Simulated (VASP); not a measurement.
# Hf7S: single point with PBE

Hf7S:

```
Hf S
1.0
     3.11976    0.00000    0.00000
    -1.55988    2.70179    0.00000
     0.00000    0.00000   17.95189
Hf S
7 1
Direct
  0.33333 0.66667 0.09929
  0.33333 0.66667 0.90071
  0.66667 0.33333 0.76735
  0.33333 0.66667 0.36651
  0.66667 0.33333 0.50000
  0.66667 0.33333 0.23265
  0.33333 0.66667 0.63349
  0.00000 0.00000 0.00000
```

* Program: VASP 6.6.1
* Task: single point
* Functional: PBE
* Potentials or basis: VASP PAW PBE potentials, release 64 (Hf_pv, S)
* Cutoff: 520 eV
* k mesh: 12 × 12 × 2
* Occupations: gaussian, width 0.1 eV
* Spin: no spin polarisation
* Dipole correction: no
* Further INCAR settings: ALGO = Normal; EDIFF = 1e-07; NBANDS = 48

The pressure is 17.3 GPa, the largest force is 0.009 eV/Å and the band gap on the k mesh is zero (bands 38 and 39 overlap by 1.13 eV).

Forces in eV/Å, atoms in the order of the input:
```
Hf   0.000  0.000 -0.009
Hf   0.000  0.000  0.009
Hf   0.000  0.000 -0.005
Hf   0.000  0.000  0.003
Hf   0.000  0.000  0.000
Hf   0.000  0.000  0.005
Hf   0.000  0.000 -0.003
S    0.000  0.000  0.000
```

Levels at points of the mesh, in eV from the Fermi level:
```csv
k point,band 36,band 37,band 38,band 39,band 40,band 41
"(0.00, 0.00, 0.00)",0.77,0.77,0.88,0.88,0.90,0.90
"(0.50, 0.00, 0.00)",-1.17,-0.79,-0.75,0.57,0.67,1.09
"(0.00, 0.00, 0.50)",0.73,0.86,0.86,0.87,1.01,1.01
"(0.50, 0.00, 0.50)",-1.01,-0.96,-0.82,0.61,0.76,1.06
```

Run time: 9.1 min on 1 thread of Intel(R) Xeon(R) Platinum 8488C (Sapphire Rapids) (shared host), peak memory 0.38 GiB.

Caveat: the cell stands under pressure; spin-orbit coupling is left out, which moves the levels of the heavy elements.
